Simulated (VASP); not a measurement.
Wanted: the native input for a VASP 6.6.1 run.

- Task: single point
- Functional: LDA
- Potentials or basis: VASP PAW LDA potentials, release 64 (Na_pv)
- Cutoff: 520 eV
- k mesh: 20 × 20 × 20
- Occupations: gaussian, width 0.1 eV
- Spin: no spin polarisation
- Dipole correction: no
- Further INCAR settings: ALGO = Normal; EDIFF = 1e-06; NBANDS = 10

The structure of Na lies in POSCAR:

```
Na
1.0
   -2.0266194270      2.0266194270      2.0266194270
    2.0266194270     -2.0266194270      2.0266194270
    2.0266194270      2.0266194270     -2.0266194270
Na
1
Direct
    0.0000000000      0.0000000000      0.0000000000
```

These files were run (other wordings do the same):

INCAR

```
PREC     = Accurate       # precision mode
ENCUT    = 520            # plane-wave cutoff, eV
EDIFF    = 1E-6           # SCF threshold, eV
ISMEAR   = 0              # smearing method
SIGMA    = 0.1            # smearing width, eV
LREAL    = F              # projectors in reciprocal space
LASPH    = T              # aspherical terms in the spheres
NELM     = 100            # most SCF steps
ALGO     = Normal         # electronic algorithm
ISIF     = 2              # what is computed and relaxed
LWAVE    = F              # write WAVECAR
LCHARG   = F              # write CHGCAR
NBANDS   = 10             # bands
```

KPOINTS

```
regular mesh
0
Gamma
  20 20 20
```

Potentials or basis: VASP PAW LDA potentials, release 64 (Na_pv).

Run with:

```console
$ cat potpaw_LDA.64/Na_pv/POTCAR > POTCAR
$ mpirun -np 1 vasp_std > vasp.out
```

Results of the run:

```
Pressure : 0.0 GPa
```

Wall time 29 s on 1 thread of Oxide Virtual Turin-like Processor (shared host), peak memory 0.15 GiB.
